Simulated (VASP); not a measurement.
CuSn, 4 atoms in the cell. Symmetry: P6_3/mmc, No. 194, hexagonal system. The conventional cell has a = 4.046 Å, b = 4.046 Å, c = 4.897 Å, α = 90.00°, β = 90.00°, γ = 120.00°. Cu (site symmetry -3m) has 2 Cu at 2.45 Å and 6 Sn at 2.64 Å within 3.2 Å. Within 3.5 Å of Sn (site symmetry -6m2) lie 6 Cu at 2.64 Å and 6 Sn at 3.38 Å. 

* Program: VASP 6.6.1
* Task: vibrations by perturbation theory
* Functional: LDA
* Potentials or basis: VASP PAW LDA potentials, release 64 (Cu, Sn_d)
* Cutoff: 520 eV
* k mesh: 12 × 12 × 8
* Occupations: fermi-dirac, width 0.15 eV
* Spin: no spin polarisation
* Dipole correction: no
* Further INCAR settings: ALGO = Fast; EDIFF = 1e-08; NBANDS = 33; IBRION = 8; NSW = 1

Potentials or basis: VASP PAW LDA potentials, release 64 (Cu, Sn_d).

Run with:

```sh
$ cat potpaw_LDA.64/Cu/POTCAR potpaw_LDA.64/Sn_d/POTCAR > POTCAR
$ mpirun -np 4 vasp_std > vasp.out
```

Hardware: 4 MPI ranks on Intel(R) Xeon(R) Platinum 8488C (Sapphire Rapids) (shared host).

Problem. Estimate the wall time of this run.

Solution. Wall time 14 min on 4 MPI ranks on Intel(R) Xeon(R) Platinum 8488C (Sapphire Rapids), with other jobs on the host, peak memory 1.5 GiB a rank. Counts: scf iterations 113, k points 95.
